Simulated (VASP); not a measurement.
# BaF2 (Fm-3m) in VASP: single point with PBE

Aim: the single point of BaF2 with PBE.

Everything below comes from runs of VASP 6.6.1. Logs are shortened: lines on timing, memory, paths and dates and some standing lists are left out, and cuts for length are marked.

**1. The cell of the first run**

The structure is cubic, space group Fm-3m (No. 225). The conventional cell has a = 6.183 Å, b = 6.183 Å, c = 6.183 Å, α = 90.00°, β = 90.00°, γ = 90.00°. Within 3.5 Å of Ba (site symmetry m-3m) lie 8 F at 2.68 Å. F (site symmetry -43m) has 4 Ba at 2.68 Å and 6 F at 3.09 Å within 3.5 Å.

**2. Single point, PBE (volume scaled by 0.97)**

Input file INCAR:

```
SYSTEM = BaF2
PREC = Accurate
ENCUT = 600
EDIFF = 1E-6
ISMEAR = 0
SIGMA = 0.02
LREAL = .FALSE.
LASPH = .TRUE.
NELM = 120
ALGO = Normal
ISIF = 2
LWAVE = .FALSE.
LCHARG = .FALSE.
GGA = PE
NBANDS = 19
GGA_COMPAT = .FALSE.
```

Input file KPOINTS:

```
Automatic mesh
0
G
  6 6 6
  0 0 0
```

Input file POSCAR:

```
BaF2
1.0
    0.0000000000      3.0915689231      3.0915689231
    3.0915689231      0.0000000000      3.0915689231
    3.0915689231      3.0915689231      0.0000000000
Ba F
1 2
Direct
    0.0000000000      0.0000000000      0.0000000000
    0.7500000000      0.7500000000      0.7500000000
    0.2500000000      0.2500000000      0.2500000000
```

Potentials or basis: VASP PAW PBE potentials, release 64 (Ba_sv, F).

The run is started by

```
$ cat potpaw_PBE.64/Ba_sv/POTCAR potpaw_PBE.64/F/POTCAR > POTCAR
$ mpirun -np 1 vasp_std > vasp.out
```

OUTCAR:

```text
SYSTEM = BaF2
   PREC = Accurate
   ENCUT = 600
   EDIFF = 1E-6
   ISMEAR = 0
   LREAL = .FALSE.
   LASPH = .TRUE.
   NELM = 120
   ISIF = 2
   GGA = PE

 ion  position               nearest neighbor table
   1  0.000  0.000  0.000-   2 2.68   2 2.68   2 2.68   3 2.68   3 2.68   3 2.68   3 2.68   2 2.68

   2  0.750  0.750  0.750-   1 2.68   1 2.68   1 2.68   1 2.68
   3  0.250  0.250  0.250-   1 2.68   1 2.68   1 2.68   1 2.68

  LATTYP: Found a face centered cubic cell.
 ALAT       =     6.1831378462

  Lattice vectors:

 A1 = (   0.0000000000,   3.0915689231,   3.0915689231)
 A2 = (   3.0915689231,   0.0000000000,   3.0915689231)
 A3 = (   3.0915689231,   3.0915689231,   0.0000000000)

Analysis of symmetry for initial positions (statically):
=====================================================================
 Subroutine PRICEL returns:
 Original cell was already a primitive cell.

 Routine SETGRP: Setting up the symmetry group for a
 face centered cubic supercell.

 Subroutine GETGRP returns: Found 48 space group operations
 (whereof 48 operations were pure point group operations)
 out of a pool of 48 trial point group operations.

The static configuration has the point symmetry O_h .

Analysis of symmetry for dynamics (positions and initial velocities):
=====================================================================
 Subroutine PRICEL returns:
 Original cell was already a primitive cell.

 Routine SETGRP: Setting up the symmetry group for a
 face centered cubic supercell.

 Subroutine GETGRP returns: Found 48 space group operations
 (whereof 48 operations were pure point group operations)
 out of a pool of 48 trial point group operations.

The dynamic configuration has the point symmetry O_h .

 Subroutine INISYM returns: Found 48 space group operations
 (whereof 48 operations are pure point group operations),
 and found     1 'primitive' translations

----------------------------------------------------------------------------------------

                                     Primitive cell

  volume of cell :      59.0972

  direct lattice vectors                    reciprocal lattice vectors
     0.000000000  3.091568923  3.091568923    -0.161730181  0.161730181  0.161730181
     3.091568923  0.000000000  3.091568923     0.161730181 -0.161730181  0.161730181
     3.091568923  3.091568923  0.000000000     0.161730181  0.161730181 -0.161730181

  length of vectors
     4.372138700  4.372138700  4.372138700     0.280124890  0.280124890  0.280124890

  position of ions in fractional coordinates (direct lattice)
     0.000000000  0.000000000  0.000000000
     0.750000000  0.750000000  0.750000000
     0.250000000  0.250000000  0.250000000

  ion indices of the primitive-cell ions
   primitive index   ion index
                 1           1
                 2           2
                 3           3

----------------------------------------------------------------------------------------

 KPOINTS: Automatic mesh

Automatic generation of k-mesh.
 Grid dimensions read from file:
 generate k-points for:    6    6    6

 Generating k-lattice:

  Cartesian coordinates                     Fractional coordinates (reciprocal lattice)
    -0.026955030  0.026955030  0.026955030     0.166666667  0.000000000  0.000000000
     0.026955030 -0.026955030  0.026955030     0.000000000  0.166666667  0.000000000
     0.026955030  0.026955030 -0.026955030     0.000000000  0.000000000  0.166666667

  Length of vectors
     0.046687482  0.046687482  0.046687482

  Shift w.r.t. Gamma in fractional coordinates (k-lattice)
     0.000000000  0.000000000  0.000000000

 Subroutine IBZKPT returns following result:
 ===========================================

 Found     16 irreducible k-points:

 Following reciprocal coordinates:
            Coordinates               Weight
  0.000000  0.000000  0.000000      1.000000
  0.166667  0.000000  0.000000      8.000000
  0.333333  0.000000  0.000000      8.000000
  0.500000  0.000000  0.000000      4.000000
  0.166667  0.166667  0.000000      6.000000
  0.333333  0.166667  0.000000     24.000000
[... 8 lines left out ...]
 -0.333333  0.333333  0.166667     24.000000
 -0.333333  0.500000  0.166667     12.000000
   k-points           NKPTS =     16   k-points in BZ     NKDIM =     16   number of bands    NBANDS=     19
   number of dos      NEDOS =    301   number of ions     NIONS =      3
   total plane-waves  NPLWV =  46656
   dimension x,y,z NGX =    36 NGY =   36 NGZ =   36
   dimension x,y,z NGXF=    72 NGYF=   72 NGZF=   72
   ions per type =               1   2
   NGX,Y,Z   is equivalent  to a cutoff of  13.69, 13.69, 13.69 a.u.
   NGXF,Y,Z  is equivalent  to a cutoff of  27.38, 27.38, 27.38 a.u.
 SYSTEM =  BaF2
   PREC   = accura    normal or accurate (medium, high low for compatibility)
   ISTART =      0    job   : 0-new  1-cont  2-samecut
   ICHARG =      2    charge: 1-file 2-atom 10-const
   ISPIN  =      1    spin polarized calculation?
   LNONCOLLINEAR =      F non collinear calculations
   LSORBIT =      F    spin-orbit coupling
   LASPH  =      T    aspherical Exc in radial PAW
   ENCUT  =  600.0 eV  44.10 Ry    6.64 a.u.   8.73  8.73  8.73*2*pi/ulx,y,z
   NELM   =    120;   NELMIN=  2; NELMDL= -5     # of ELM steps
   EDIFF  = 0.1E-05   stopping-criterion for ELM
   LREAL  =      F    real-space projection
   EDIFFG = 0.1E-04   stopping-criterion for IOM
   NSW    =      0    number of steps for IOM
   IBRION =     -1    ionic relax: 0-MD 1-quasi-New 2-CG
   NFREE  =      0    steps in history (QN), initial steepest desc. (CG)
   ISIF   =      2    stress and relaxation
   ISYM   =      2    0-nonsym 1-usesym 2-fastsym
   POTIM  = 0.5000    time-step for ionic-motion
   TEBEG  =    0.0;   TEEND  =   0.0 temperature during run
   PSTRESS=    0.0 pullay stress
   NELECT =      24.0000    total number of electrons
   NUPDOWN=      -1.0000    fix difference up-down
   EMIN   =  10.00;   EMAX   =-10.00  energy-range for DOS
   EFERMI =   0.00;   METHOD = LEGACY
   ISMEAR =     0;   SIGMA  =   0.02  broadening in eV -4-tet -1-fermi 0-gaus
   EFERMI_NEDOS =   21; number of points for ismear=-14 and -15
   IALGO  =     38    algorithm
   IMIX   =      4    mixing-type and parameters
     AMIX     =   0.40;   BMIX     =  1.00
     AMIX_MAG =   1.60;   BMIX_MAG =  1.00
  volume/ion in A,a.u.               =      19.70       132.94
  Fermi-wavevector in a.u.,A,eV,Ry     =   1.212336  2.290983 19.997277  1.469758
  Thomas-Fermi vector in A             =   2.347823
   LORBIT       =      0    0 simple, 1 ext, 2 COOP (PROOUT), +10 PAW based schemes
   GGA     = PE    functional components
   LHFCALC =     F    Hartree Fock is set to
   AEXX    =    0.0000 exact exchange contribution
   IVDW    =     0    specifies the selected vdW correction
   LEPSILON=     F    determine dielectric tensor
   LRPA    =     F    only Hartree local field effects (RPA)
 non-spin polarized calculation
 Gauss-broadening in eV      SIGMA  =   0.02
  energy-cutoff  :      600.00
  volume of cell :       59.10
 maximum number of plane-waves:      1994
   NGX = 17   NGY = 17   NGZ = 17

 number of electron      23.9999998 magnetization

 Free energy of the ion-electron system (eV)
  ---------------------------------------------------
  ext. energy  EPLUGINS =         0.00000000
  ---------------------------------------------------
  free energy    TOTEN  =       -17.10404491 eV

  energy without entropy =      -17.10404491  energy(sigma->0) =      -17.10404491

 E-fermi :  -1.9359     XC(G=0):  -8.7384

 val. band max:       -2.0525128083   @ k =  -0.1667   0.1667   0.0000
 cond. band min:       4.7612945979   @ k =   0.0000   0.0000   0.0000
 fundamental gap:      6.8138074062
 Fermi energy:        -1.9359044285

 k-point     1 :       0.0000    0.0000    0.0000
  band No.  band energies     occupation
      1     -25.1175      2.00000
      2     -20.9848      2.00000
      3     -20.9249      2.00000
      4      -9.9427      2.00000
      5      -9.9427      2.00000
      6      -9.9427      2.00000
[... 11 lines left out ...]
     18       9.4130      0.00000
     19      13.4615      0.00000

 k-point     2 :       0.1667    0.0000    0.0000
  band No.  band energies     occupation
      1     -25.0648      2.00000
      2     -21.0161      2.00000
      3     -20.9864      2.00000
      4      -9.9913      2.00000
      5      -9.9854      2.00000
      6      -9.9854      2.00000
[... 11 lines left out ...]
     18       9.4379      0.00000
     19      12.4231      0.00000

 k-point     3 :       0.3333    0.0000    0.0000
  band No.  band energies     occupation
      1     -24.9530      2.00000
      2     -21.1542      2.00000
      3     -21.0406      2.00000
      4     -10.0737      2.00000
      5     -10.0671      2.00000
      6     -10.0671      2.00000
[... 11 lines left out ...]
     18       9.5275      0.00000
     19      11.5251      0.00000

 k-point     4 :       0.5000    0.0000    0.0000
  band No.  band energies     occupation
      1     -24.8935      2.00000
      2     -21.2335      2.00000
      3     -21.0611      2.00000
      4     -10.1085      2.00000
      5     -10.1064      2.00000
      6     -10.1064      2.00000
[... 11 lines left out ...]
     18       9.6002      0.00000
     19      11.9498      0.00000

 k-point     5 :       0.1667    0.1667    0.0000
  band No.  band energies     occupation
      1     -25.0469      2.00000
      2     -21.0171      2.00000
      3     -21.0161      2.00000
      4     -10.0504      2.00000
      5     -10.0504      2.00000
      6      -9.9049      2.00000
[... 11 lines left out ...]
     18       9.5160      0.00000
     19      13.5239      0.00000

 k-point     6 :       0.3333    0.1667    0.0000
  band No.  band energies     occupation
      1     -24.9538      2.00000
      2     -21.1302      2.00000
      3     -21.0627      2.00000
      4     -10.1421      2.00000
      5     -10.1416      2.00000
      6      -9.9274      2.00000
[... 11 lines left out ...]
     18       9.6799      0.00000
     19      12.1700      0.00000

 k-point     7 :       0.5000    0.1667    0.0000
  band No.  band energies     occupation
      1     -24.8745      2.00000
      2     -21.2221      2.00000
      3     -21.1044      2.00000
      4     -10.1726      2.00000
      5     -10.1692      2.00000
      6     -10.0239      2.00000
[... 11 lines left out ...]
     18      10.0497      0.00000
     19      11.8871      0.00000

 k-point     8 :      -0.3333    0.1667    0.0000
  band No.  band energies     occupation
      1     -24.8946      2.00000
      2     -21.1914      2.00000
      3     -21.1018      2.00000
      4     -10.1206      2.00000
      5     -10.1085      2.00000
      6     -10.1001      2.00000
[... 11 lines left out ...]
     18      10.1113      0.00000
     19      11.9054      0.00000

 k-point     9 :      -0.1667    0.1667    0.0000
  band No.  band energies     occupation
      1     -24.9915      2.00000
      2     -21.0749      2.00000
      3     -21.0542      2.00000
      4     -10.0857      2.00000
      5     -10.0296      2.00000
      6     -10.0160      2.00000
[... 11 lines left out ...]
     18       9.6986      0.00000
     19      12.2272      0.00000

 k-point    10 :       0.3333    0.3333    0.0000
  band No.  band energies     occupation
      1     -24.8958      2.00000
      2     -21.2083      2.00000
      3     -21.0806      2.00000
      4     -10.2517      2.00000
      5     -10.2517      2.00000
      6      -9.8212      2.00000
[... 11 lines left out ...]
     18       9.7855      0.00000
     19      13.3521      0.00000

 k-point    11 :       0.5000    0.3333    0.0000
  band No.  band energies     occupation
      1     -24.8349      2.00000
      2     -21.2632      2.00000
      3     -21.1269      2.00000
      4     -10.2917      2.00000
      5     -10.2891      2.00000
      6      -9.8579      2.00000
[... 11 lines left out ...]
     18      10.9569      0.00000
     19      12.3621      0.00000

 k-point    12 :      -0.3333    0.3333    0.0000
  band No.  band energies     occupation
      1     -24.8345      2.00000
      2     -21.2177      2.00000
      3     -21.1749      2.00000
      4     -10.2307      2.00000
      5     -10.2201      2.00000
      6      -9.9949      2.00000
[... 11 lines left out ...]
     18      11.3411      0.00000
     19      12.6768      0.00000

 k-point    13 :       0.5000    0.5000    0.0000
  band No.  band energies     occupation
      1     -24.8143      2.00000
      2     -21.3101      2.00000
      3     -21.1118      2.00000
      4     -10.3464      2.00000
      5     -10.3464      2.00000
      6      -9.7750      2.00000
[... 11 lines left out ...]
     18      10.9458      0.00000
     19      13.0348      0.00000

 k-point    14 :       0.5000    0.3333    0.1667
  band No.  band energies     occupation
      1     -24.8753      2.00000
      2     -21.1976      2.00000
      3     -21.1270      2.00000
      4     -10.2499      2.00000
      5     -10.1623      2.00000
      6      -9.9562      2.00000
[... 11 lines left out ...]
     18      10.4457      0.00000
     19      12.5021      0.00000

 k-point    15 :      -0.3333    0.3333    0.1667
  band No.  band energies     occupation
      1     -24.8345      2.00000
      2     -21.2180      2.00000
      3     -21.1745      2.00000
      4     -10.3020      2.00000
      5     -10.0719      2.00000
      6     -10.0719      2.00000
[... 11 lines left out ...]
     18      11.4138      0.00000
     19      12.0757      0.00000

 k-point    16 :      -0.3333    0.5000    0.1667
  band No.  band energies     occupation
      1     -24.8141      2.00000
      2     -21.2619      2.00000
      3     -21.1628      2.00000
      4     -10.3593      2.00000
      5     -10.2029      2.00000
      6      -9.9171      2.00000
[... 11 lines left out ...]
     18      12.4885      0.00000
     19      12.7623      0.00000

------------------------ aborting loop because EDIFF is reached ----------------------------------------

  FORCE on cell =-STRESS in cart. coord.  units (eV):
  Direction    XX          YY          ZZ          XY          YZ          ZX
  --------------------------------------------------------------------------------------
  -------------------------------------------------------------------------------------
  Total        1.0402358      1.0402358      1.0402358      0.0000000     -0.0000000     -0.0000000
  in kB       28.2017197     28.2017197     28.2017197      0.0000000     -0.0000000     -0.0000000
  external PRESSURE =      28.2017197 kB  Pullay stress =       0.0000000 kB

 VOLUME and BASIS-vectors are now :
 -----------------------------------------------------------------------------
  energy-cutoff  :      600.00
  volume of cell :       59.10
      direct lattice vectors                 reciprocal lattice vectors
     0.000000000  3.091568923  3.091568923    -0.161730181  0.161730181  0.161730181
     3.091568923  0.000000000  3.091568923     0.161730181 -0.161730181  0.161730181
     3.091568923  3.091568923  0.000000000     0.161730181  0.161730181 -0.161730181

 POSITION                                       TOTAL-FORCE (eV/Angst)
 -----------------------------------------------------------------------------------
      0.00000      0.00000      0.00000         0.000000      0.000000      0.000000
      4.63735      4.63735      4.63735         0.000000     -0.000000     -0.000000
      1.54578      1.54578      1.54578        -0.000000      0.000000     -0.000000
 -----------------------------------------------------------------------------------
    total drift:                                0.000000      0.000000      0.000000

  FREE ENERGIE OF THE ION-ELECTRON SYSTEM (eV)
  ---------------------------------------------------
  free  energy   TOTEN  =       -17.1040449107 eV

  energy  without entropy=      -17.1040449107  energy(sigma->0) =      -17.10404491
```

Run time: 26 s. Hardware: 1 thread of Intel Xeon Platinum 8259CL at 2.50GHz (Skylake/Cascade Lake), shared host; peak memory 0.21 GiB.

Results:

```yaml
Free_energy: -17.1040 eV
Pressure: 2.8 GPa
Band_gap_on_the_k_mesh: 6.81 eV, indirect (least direct gap 6.88 eV)
```

Levels at points of the mesh, in eV from the valence-band top:
```tsv
k point	band 9	band 10	band 11	band 12	band 13	band 14	band 15	band 16
(0.00, 0.00, 0.00)	-1.51	-0.07	-0.07	-0.07	6.81	9.22	9.22	11.47
(0.50, 0.00, 0.00)	-0.66	-0.34	-0.15	-0.15	9.16	9.22	9.22	9.83
(0.50, 0.50, 0.00)	-0.35	-0.31	-0.31	-0.12	7.27	9.05	10.73	12.02
```

Caveat: spin-orbit coupling is left out, which moves the levels of the heavy elements. A k mesh can miss the band edges.
